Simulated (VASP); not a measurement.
Set up this calculation in VASP 6.6.1, as the native input.

```
Task                   : single point
Functional             : PBE
Potentials or basis    : VASP PAW PBE potentials, release 64 (Co)
Cutoff                 : 520 eV
k mesh                 : 8 × 12 × 7
Occupations            : fermi-dirac, width 0.08 eV
Spin                   : collinear spin, antiferromagnetic start
Starting moments       : [1.7, -1.7, -1.7, 1.7] μB
Dipole correction      : no
Further INCAR settings : ALGO = Normal; EDIFF = 1e-07; NBANDS = 30
```

The structure of Co lies in POSCAR:

```
Co
1.0
    0.0000000000      0.0000000000      4.0699000000
    2.5074000000      0.0000000000      0.0000000000
    0.0000000000      4.3429441948      0.0000000000
Co
4
Direct
    0.2500000000      1.0000000000      0.3333333334
    0.2500000000      0.5000000000      0.8333333334
    0.7500000000      0.5000000000      0.1666666666
    0.7500000000      0.0000000000      0.6666666666
```

One way to write it, as run:

INCAR

```
PREC = Accurate
ENCUT = 520
EDIFF = 1E-7
ISMEAR = -1
SIGMA = 0.08
LREAL = F
LASPH = T
NELM = 150
ALGO = Normal
ISIF = 2
LWAVE = F
LCHARG = T
ISPIN = 2
MAGMOM = 1.7 -1.7 -1.7 1.7
LORBIT = 11
LMAXMIX = 4
GGA = PE
LELF = T
LVHAR = T
NBANDS = 30
```

KPOINTS

```
regular mesh
0
Gamma
  8 12 7
```

Potentials or basis: VASP PAW PBE potentials, release 64 (Co).

Command:

```console
$ cat potpaw_PBE.64/Co/POTCAR > POTCAR
$ mpirun -np 1 vasp_std > vasp.out
```

Results of the run:

| Property | Result |
| --- | --- |
| Pressure | -12.5 GPa |
| Largest force | 0.091 eV/Å |
| Band gap on the k mesh | zero (filled and empty bands overlap) |
| Net moment | 0.00 μB per cell |
| Site moments | Co +0.67, -0.67 (each value once) μB |
| Valence electrons inside the program's atomic spheres | Co 8.23 |

Caveat: the cell stands under tension.

Wall time 4.7 min on 1 thread of Intel(R) Xeon(R) 6975P-C (Granite Rapids), on a shared host, peak memory 0.34 GiB.
